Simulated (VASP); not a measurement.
# Sr3CuH2 (P6/mmm) in VASP: notebook, part 2 of 2

VASP 6.6.1.

## (4) Relaxation of cell and atoms, PBE

The input, INCAR:

```
PREC = Accurate
ENCUT = 600
EDIFF = 1E-6
ISMEAR = 0
SIGMA = 0.1
LREAL = F
LASPH = T
NELM = 60
ALGO = Normal
ISIF = 3
LWAVE = F
LCHARG = F
GGA = PE
IBRION = 2
NSW = 90
EDIFFG = -0.04
```

The input, KPOINTS:

```
Automatic mesh
0
Gamma
  3 3 6
```

The input, POSCAR:

```
Sr3CuH2
1.0
    6.0832911100      0.0000000000      0.0000000000
   -3.0416455500      5.2682846400      0.0000000000
    0.0000000000      0.0000000000      3.5038300800
Sr Cu H
3 1 2
Direct
    0.5000000000      0.0000000000      0.5000000000
    0.5000000000      0.5000000000      0.5000000000
    0.0000000000      0.5000000000      0.5000000000
    0.0000000000      0.0000000000      0.0000000000
    0.3333333300      0.6666666700      0.0000000000
    0.6666666700      0.3333333300      0.0000000000
```

The run is started by

```console
> cat potpaw_PBE.64/Sr_sv/POTCAR potpaw_PBE.64/Cu/POTCAR potpaw_PBE.64/H/POTCAR > POTCAR
> mpirun -np 1 vasp_std > vasp.out
```

Wall time 12 min (1 thread of Oxide Virtual Turin-like, shared host); peak memory 0.26 GiB.

Results (log left out):

| Property | Result |
| --- | --- |
| Free energy | -14.6334 eV |
| Relaxed volume | 23.65 Å³/atom |
| Relaxed cell | a = 6.948 Å, b = 6.948 Å, c = 3.395 Å, α = 90.00°, β = 90.00°, γ = 120.00° |
| Space group after relaxing (to 0.1 Å) | P6/mmm (No. 191) |
| Energy gained by relaxing | 214.6 meV/atom |
| Ionic steps | 8 |
| Pressure after relaxing | 0.0 GPa |
| Band gap on the k mesh | zero (an odd number of electrons rules out a gap without spin polarisation) |

Stress tensor (GPa, compression positive):
```
 0.12  0.00  0.00
 0.00  0.12  0.00
 0.00  0.00 -0.13
```

The path:
```
step  energy change (eV)  largest force (eV/Å)  pressure (GPa)  volume (Å³)
   1              0.0000                0.0000            7.84       112.29
   2             -0.9767                0.0000            3.30       127.56
   3             -1.1817                0.0000           -1.67       155.25
   4             -1.2825                0.0000           -0.47       145.50
   5             -1.2846                0.0000           -0.25       143.98
   6             -1.2842                0.0000           -0.15       143.31
   7             -1.2867                0.0000           -0.02       142.46
   8             -1.2874                0.0000            0.03       141.91
```

Final structure:
```xyz
6
Lattice="6.9477 0.0000 0.0000 -3.4738 6.0169 0.0000 0.0000 0.0000 3.3947" Properties=species:S:1:pos:R:3 pbc="T T T"
Sr    3.4738    0.0000    1.6973
Sr    1.7369    3.0084    1.6973
Sr   -1.7369    3.0084    1.6973
Cu    0.0000    0.0000    0.0000
H     0.0000    4.0113    0.0000
H     3.4738    2.0056    0.0000
```

Levels at points of the mesh, in eV from the Fermi level:
| k point | band 20 | band 21 | band 22 | band 23 | band 24 | band 25 |
| --- | --- | --- | --- | --- | --- | --- |
| (0.00, 0.00, 0.00) | -1.69 | -0.45 | -0.45 | 0.29 | 0.56 | 0.56 |
| (0.00, 0.00, 0.50) | -1.40 | -0.53 | -0.53 | -0.10 | 0.21 | 1.32 |

Caveat: the k points lie up to 0.35 Å⁻¹ apart in the final cell, too coarse for converged energies and pressures of a metal; the volume moved by over 15 % at a fixed basis, so the end points are rough.

## (5) Single point, PBE

This run uses another cell than the first one, of 23.94 Å³/atom.

The input, INCAR:

```
SYSTEM = Sr3CuH2
PREC = Accurate ; ENCUT = 520
EDIFF = 1E-6 ; ISMEAR = 0
SIGMA = 0.1 ; LREAL = .False.
LASPH = .True. ; NELM = 100
ALGO = Fast ; ISIF = 2
LWAVE = .False. ; LCHARG = .False.
GGA = PE ; NBANDS = 30
```

The input, KPOINTS:

```
regular mesh
0
Gamma
  6 6 12
  0 0 0
```

The input, POSCAR:

```
Sr3CuH2
1.0
    6.9713849711      0.0000000000      0.0000000000
   -3.4856924856      6.0373964846      0.0000000000
    0.0000000000      0.0000000000      3.4127042031
Sr Cu H
3 1 2
Direct
    0.5000000000      0.0000000000      0.5000000000
    0.5000000000      0.5000000000      0.5000000000
    0.0000000000      0.5000000000      0.5000000000
    0.0000000000      0.0000000000      0.0000000000
    0.3333333333      0.6666666667      0.0000000000
    0.6666666667      0.3333333333      0.0000000000
```

Potentials or basis: VASP PAW PBE potentials, release 64 (Sr_sv, Cu, H).

The run is started by

```console
> cat potpaw_PBE.64/Sr_sv/POTCAR potpaw_PBE.64/Cu/POTCAR potpaw_PBE.64/H/POTCAR > POTCAR
> mpirun -np 1 vasp_std > vasp.out
```

OUTCAR:

```text
SYSTEM = Sr3CuH2
   PREC = Accurate
   ENCUT = 520
   EDIFF = 1E-6
   ISMEAR = 0
   LREAL = .False.
   LASPH = .True.
   NELM = 100
   ISIF = 2
   GGA = PE

 ion  position               nearest neighbor table
   1  0.500  0.000  0.500-   5 2.64   6 2.64   5 2.64   6 2.64   3 3.49   3 3.49   2 3.49   2 3.49
                             4 3.88   4 3.88   4 3.88   4 3.88   3 4.88   3 4.88   3 4.88   3 4.88
   2  0.500  0.500  0.500-   5 2.64   6 2.64   5 2.64   6 2.64   3 3.49   3 3.49   1 3.49   1 3.49
                             4 3.88   4 3.88   4 3.88   4 3.88   3 4.88   3 4.88   3 4.88   3 4.88
   3  0.000  0.500  0.500-   5 2.64   6 2.64   5 2.64   6 2.64   2 3.49   2 3.49   1 3.49   1 3.49
                             4 3.88   4 3.88   4 3.88   4 3.88   2 4.88   2 4.88   2 4.88   2 4.88
   4  0.000  0.000  0.000-   1 3.88   1 3.88   1 3.88   1 3.88   2 3.88   2 3.88   2 3.88   2 3.88
                             3 3.88   3 3.88   3 3.88   3 3.88
   5  0.333  0.667  0.000-   3 2.64   3 2.64   1 2.64   1 2.64   2 2.64   2 2.64
   6  0.667  0.333  0.000-   3 2.64   3 2.64   1 2.64   1 2.64   2 2.64   2 2.64

  LATTYP: Found a hexagonal cell.
 ALAT       =     6.9713849711
 C/A-ratio  =     0.4895303038

  Lattice vectors:

 A1 = (   6.9713849711,   0.0000000000,   0.0000000000)
 A2 = (  -3.4856924856,   6.0373964846,   0.0000000000)
 A3 = (   0.0000000000,   0.0000000000,   3.4127042031)

Analysis of symmetry for initial positions (statically):
=====================================================================
 Subroutine PRICEL returns:
 Original cell was already a primitive cell.

 Routine SETGRP: Setting up the symmetry group for a
 hexagonal supercell.

 Subroutine GETGRP returns: Found 24 space group operations
 (whereof 24 operations were pure point group operations)
 out of a pool of 24 trial point group operations.

The static configuration has the point symmetry D_6h.

Analysis of symmetry for dynamics (positions and initial velocities):
=====================================================================
 Subroutine PRICEL returns:
 Original cell was already a primitive cell.

 Routine SETGRP: Setting up the symmetry group for a
 hexagonal supercell.

 Subroutine GETGRP returns: Found 24 space group operations
 (whereof 24 operations were pure point group operations)
 out of a pool of 24 trial point group operations.

The dynamic configuration has the point symmetry D_6h.

 Subroutine INISYM returns: Found 24 space group operations
 (whereof 24 operations are pure point group operations),
 and found     1 'primitive' translations

----------------------------------------------------------------------------------------

                                     Primitive cell

  volume of cell :     143.6374

  direct lattice vectors                    reciprocal lattice vectors
     6.971384971  0.000000000  0.000000000     0.143443520  0.082817155  0.000000000
    -3.485692486  6.037396485  0.000000000     0.000000000  0.165634310  0.000000000
     0.000000000  0.000000000  3.412704203     0.000000000  0.000000000  0.293022759

  length of vectors
[... 48 lines left out ...]
  0.166667  0.000000  0.000000      6.000000
  0.333333  0.000000  0.000000      6.000000
  0.500000  0.000000  0.000000      3.000000
  0.166667  0.166667  0.000000      6.000000
  0.333333  0.166667  0.000000     12.000000
[... 16 lines left out ...]
  0.166667  0.000000  0.250000     12.000000
  0.333333  0.000000  0.250000     12.000000
 [... further k-points ...]
   k-points           NKPTS =     49   k-points in BZ     NKDIM =     49   number of bands    NBANDS=     30
   number of dos      NEDOS =    301   number of ions     NIONS =      6
   total plane-waves  NPLWV =  81648
   dimension x,y,z NGX =    54 NGY =   54 NGZ =   28
   dimension x,y,z NGXF=   108 NGYF=  108 NGZF=   56
   ions per type =               3   1   2
   NGX,Y,Z   is equivalent  to a cutoff of  12.88, 12.88, 13.64 a.u.
   NGXF,Y,Z  is equivalent  to a cutoff of  25.75, 25.75, 27.28 a.u.
 SYSTEM =  Sr3CuH2
   PREC   = accura    normal or accurate (medium, high low for compatibility)
   ISTART =      0    job   : 0-new  1-cont  2-samecut
   ICHARG =      2    charge: 1-file 2-atom 10-const
   ISPIN  =      1    spin polarized calculation?
   LNONCOLLINEAR =      F non collinear calculations
   LSORBIT =      F    spin-orbit coupling
   LASPH  =      T    aspherical Exc in radial PAW
   ENCUT  =  520.0 eV  38.22 Ry    6.18 a.u.  12.96 12.96  6.35*2*pi/ulx,y,z
   NELM   =    100;   NELMIN=  2; NELMDL= -5     # of ELM steps
   EDIFF  = 0.1E-05   stopping-criterion for ELM
   LREAL  =      F    real-space projection
   EDIFFG = 0.1E-04   stopping-criterion for IOM
   NSW    =      0    number of steps for IOM
   IBRION =     -1    ionic relax: 0-MD 1-quasi-New 2-CG
   NFREE  =      0    steps in history (QN), initial steepest desc. (CG)
   ISIF   =      2    stress and relaxation
   ISYM   =      2    0-nonsym 1-usesym 2-fastsym
   POTIM  = 0.5000    time-step for ionic-motion
   TEBEG  =    0.0;   TEEND  =   0.0 temperature during run
   PSTRESS=    0.0 pullay stress
   NELECT =      43.0000    total number of electrons
   NUPDOWN=      -1.0000    fix difference up-down
   EMIN   =  10.00;   EMAX   =-10.00  energy-range for DOS
   EFERMI =   0.00;   METHOD = LEGACY
   ISMEAR =     0;   SIGMA  =   0.10  broadening in eV -4-tet -1-fermi 0-gaus
   EFERMI_NEDOS =   21; number of points for ismear=-14 and -15
   IALGO  =     68    algorithm
   IMIX   =      4    mixing-type and parameters
     AMIX     =   0.40;   BMIX     =  1.00
     AMIX_MAG =   1.60;   BMIX_MAG =  1.00
  volume/ion in A,a.u.               =      23.94       161.55
  Fermi-wavevector in a.u.,A,eV,Ry     =   1.095154  2.069541 16.318313  1.199362
  Thomas-Fermi vector in A             =   2.231472
   LORBIT       =      0    0 simple, 1 ext, 2 COOP (PROOUT), +10 PAW based schemes
   GGA     = PE    functional components
   LHFCALC =     F    Hartree Fock is set to
   AEXX    =    0.0000 exact exchange contribution
   IVDW    =     0    specifies the selected vdW correction
   LEPSILON=     F    determine dielectric tensor
   LRPA    =     F    only Hartree local field effects (RPA)
 non-spin polarized calculation
 RMM-DIIS sequential band-by-band and
 Gauss-broadening in eV      SIGMA  =   0.10
  energy-cutoff  :      520.00
  volume of cell :      143.64
 maximum number of plane-waves:      3897
 NGX is ok and might be reduce to    54
   NGX = 25   NGY = 25   NGZ = 13

 number of electron      42.9999992 magnetization

 Free energy of the ion-electron system (eV)
  ---------------------------------------------------
  ext. energy  EPLUGINS =         0.00000000
  ---------------------------------------------------
  free energy    TOTEN  =       -14.64007941 eV

  energy without entropy =      -14.61008890  energy(sigma->0) =      -14.62508415

 E-fermi :   2.7949     XC(G=0):  -8.7078

 val. band max:        2.7927769168   @ k =   0.3333   0.0000   0.2500
 cond. band min:       2.7981613724   @ k =   0.3333   0.0000   0.4167
 fundamental gap:      0.0053844557
 Fermi energy:         2.7948643336

 k-point     1 :       0.0000    0.0000    0.0000
  band No.  band energies     occupation
      1     -33.6672      2.00000
      2     -33.5739      2.00000
      3     -33.5739      2.00000
      4     -16.3385      2.00000
      5     -15.8288      2.00000
      6     -15.8288      2.00000
[... 781 lines left out ...]
     29       5.7248      0.00000
     30       6.1822      0.00000

 [... further k-points ...]

------------------------ aborting loop because EDIFF is reached ----------------------------------------

  FORCE on cell =-STRESS in cart. coord.  units (eV):
  Direction    XX          YY          ZZ          XY          YZ          ZX
  --------------------------------------------------------------------------------------
  -------------------------------------------------------------------------------------
  Total        0.0794860      0.0794860      0.0801032     -0.0000000      0.0000000      0.0000000
  in kB        0.8866120      0.8866120      0.8934971     -0.0000000      0.0000000      0.0000000
  external PRESSURE =       0.8889070 kB  Pullay stress =       0.0000000 kB

 VOLUME and BASIS-vectors are now :
 -----------------------------------------------------------------------------
  energy-cutoff  :      520.00
  volume of cell :      143.64
      direct lattice vectors                 reciprocal lattice vectors
     6.971384971  0.000000000  0.000000000     0.143443520  0.082817155  0.000000000
    -3.485692486  6.037396485  0.000000000     0.000000000  0.165634310  0.000000000
     0.000000000  0.000000000  3.412704203     0.000000000  0.000000000  0.293022759

 POSITION                                       TOTAL-FORCE (eV/Angst)
 -----------------------------------------------------------------------------------
      3.48569      0.00000      1.70635         0.000000      0.000000      0.000000
      1.74285      3.01870      1.70635         0.000000      0.000000      0.000000
     -1.74285      3.01870      1.70635         0.000000      0.000000      0.000000
      0.00000      0.00000      0.00000         0.000000      0.000000      0.000000
     -0.00000      4.02493      0.00000         0.000000      0.000000     -0.000000
      3.48569      2.01247      0.00000        -0.000000     -0.000000      0.000000
 -----------------------------------------------------------------------------------
    total drift:                                0.000000      0.000000      0.000000

  FREE ENERGIE OF THE ION-ELECTRON SYSTEM (eV)
  ---------------------------------------------------
  free  energy   TOTEN  =       -14.6400794076 eV

  energy  without entropy=      -14.6100888968  energy(sigma->0) =      -14.62508415
```

It took 18 min on 1 thread of Oxide Virtual Turin-like, shared host; peak memory 0.37 GiB.

What came out:

| Item | Value |
| --- | --- |
| Free energy | -14.6401 eV |
| Pressure | 0.1 GPa |
| Band gap on the k mesh | zero (an odd number of electrons rules out a gap without spin polarisation) |

Levels at points of the mesh, in eV from the Fermi level:
| k point | band 19 | band 20 | band 21 | band 22 | band 23 | band 24 | band 25 | band 26 |
| --- | --- | --- | --- | --- | --- | --- | --- | --- |
| (0.00, 0.00, 0.00) | -1.64 | -1.64 | -0.42 | -0.42 | 0.34 | 0.58 | 0.58 | 1.20 |
| (0.50, 0.00, 0.00) | -1.64 | -1.64 | -0.94 | -0.77 | 0.74 | 0.85 | 1.20 | 1.38 |
| (0.00, 0.00, 0.50) | -1.66 | -1.35 | -0.47 | -0.47 | -0.05 | 0.22 | 1.35 | 1.35 |
| (0.50, 0.00, 0.50) | -1.75 | -0.88 | -0.11 | 0.24 | 0.36 | 1.40 | 1.68 | 1.90 |

## (6) Relaxation of cell and atoms, PBE

This run uses another cell than the first one, of 23.51 Å³/atom.

The input, INCAR:

```
PREC = Accurate
ENCUT = 600
EDIFF = 1E-6
ISMEAR = 0
SIGMA = 0.1
LREAL = F
LASPH = T
NELM = 60
ALGO = Fast
ISIF = 3
LWAVE = F
LCHARG = F
GGA = PE
IBRION = 2
NSW = 100
EDIFFG = -0.01
```

The input, KPOINTS:

```
regular mesh
0
Gamma
  6 6 12
```

Edit POSCAR of step 5 so:

```diff
@@ -2,5 +2,5 @@
 1.0
-    6.9713849711      0.0000000000      0.0000000000
-   -3.4856924856      6.0373964846      0.0000000000
-    0.0000000000      0.0000000000      3.4127042031
+    6.9381147318      0.0000000000      0.0000000000
+   -3.4690573659      6.0085836121      0.0000000000
+    0.0000000000      0.0000000000      3.3832152924
 Sr Cu H
```

Potentials or basis: VASP PAW PBE potentials, release 64 (Sr_sv, Cu, H).

The run is started by

```console
> cat potpaw_PBE.64/Sr_sv/POTCAR potpaw_PBE.64/Cu/POTCAR potpaw_PBE.64/H/POTCAR > POTCAR
> mpirun -np 1 vasp_std > vasp.out
```

It took 37 min on 1 thread of Oxide Virtual Turin-like, shared host; peak memory 0.43 GiB.

Results (log left out):

- Free energy: -14.6406 eV
- Relaxed volume: 24.09 Å³/atom
- Relaxed cell: a = 6.986 Å, b = 6.986 Å, c = 3.420 Å, α = 90.00°, β = 90.00°, γ = 120.00°
- Space group after relaxing (to 0.1 Å): P6/mmm (No. 191)
- Energy gained by relaxing: 1.0 meV/atom
- Ionic steps: 4
- Pressure after relaxing: 0.0 GPa
- Band gap on the k mesh: zero (an odd number of electrons rules out a gap without spin polarisation)

Step by step:
| step | energy change (eV) | largest force (eV/Å) | pressure (GPa) | volume (Å³) |
| --- | --- | --- | --- | --- |
| 1 | 0.0000 | 0.0000 | 0.53 | 141.04 |
| 2 | -0.0041 | 0.0000 | 0.27 | 142.62 |
| 3 | -0.0055 | 0.0000 | -0.11 | 145.32 |
| 4 | -0.0058 | 0.0000 | -0.01 | 144.55 |

Final structure:
```yaml
crystal:
  lattice:
    - [6.98598, 0.00000, 0.00000]
    - [-3.49299, 6.05003, 0.00000]
    - [0.00000, 0.00000, 3.41995]
  atoms:
    - { symbol: Sr, position: [0.50000, 0.00000, 0.50000] }
    - { symbol: Sr, position: [0.50000, 0.50000, 0.50000] }
    - { symbol: Sr, position: [0.00000, 0.50000, 0.50000] }
    - { symbol: Cu, position: [0.00000, 0.00000, 0.00000] }
    - { symbol: H, position: [0.33333, 0.66667, 0.00000] }
    - { symbol: H, position: [0.66667, 0.33333, 0.00000] }
```

Levels at points of the mesh, in eV from the Fermi level:
| k point | band 19 | band 20 | band 21 | band 22 | band 23 | band 24 | band 25 |
| --- | --- | --- | --- | --- | --- | --- | --- |
| (0.00, 0.00, 0.00) | -1.64 | -1.64 | -0.42 | -0.42 | 0.35 | 0.57 | 0.57 |
| (0.50, 0.00, 0.00) | -1.63 | -1.63 | -0.94 | -0.76 | 0.75 | 0.85 | 1.21 |
| (0.00, 0.00, 0.50) | -1.65 | -1.35 | -0.46 | -0.46 | -0.04 | 0.21 | 1.35 |
| (0.50, 0.00, 0.50) | -1.74 | -0.88 | -0.11 | 0.25 | 0.36 | 1.41 | 1.66 |

## (7) Overview

| task | cell | k mesh | cutoff (eV) | gap on the mesh (eV) | pressure (GPa) | relaxed volume (Å³/atom) |
| --- | --- | --- | --- | --- | --- | --- |
| single point | a = 6.083, b = 6.083, c = 3.504 Å, angles 90.0, 90.0, 120.0°, 6 atoms | 3 × 3 × 6 | 520 | none | 8.0 | - |
| single point | a = 6.938, b = 6.938, c = 3.383 Å, angles 90.0, 90.0, 120.0°, 6 atoms | 3 × 3 × 6 | 520 | none | 0.2 | - |
| relaxation of cell and atoms | relaxed from a = 6.083, b = 6.083, c = 3.504 Å, angles 90.0, 90.0, 120.0°, 6 atoms | 3 × 3 × 6 | 600 | none | 0.0 | 23.65 |
| single point | a = 6.971, b = 6.971, c = 3.413 Å, angles 90.0, 90.0, 120.0°, 6 atoms | 6 × 6 × 12 | 520 | none | 0.1 | - |
| relaxation of cell and atoms | relaxed from a = 6.938, b = 6.938, c = 3.383 Å, angles 90.0, 90.0, 120.0°, 6 atoms | 6 × 6 × 12 | 600 | none | 0.0 | 24.09 |

Alike in all rows: level PBE; potentials or basis VASP PAW PBE potentials, release 64 (Sr_sv, Cu, H); no spin polarisation; smearing gaussian 0.1 eV.

Caveats: some runs use coarse meshes; the volume moved by over 15 % at a fixed basis, so the end points are rough (at least some runs).

Absolute energies hang on the potentials; compare differences alone.

The gap in the log of VASP goes by the Fermi energy; the results here count the filled bands.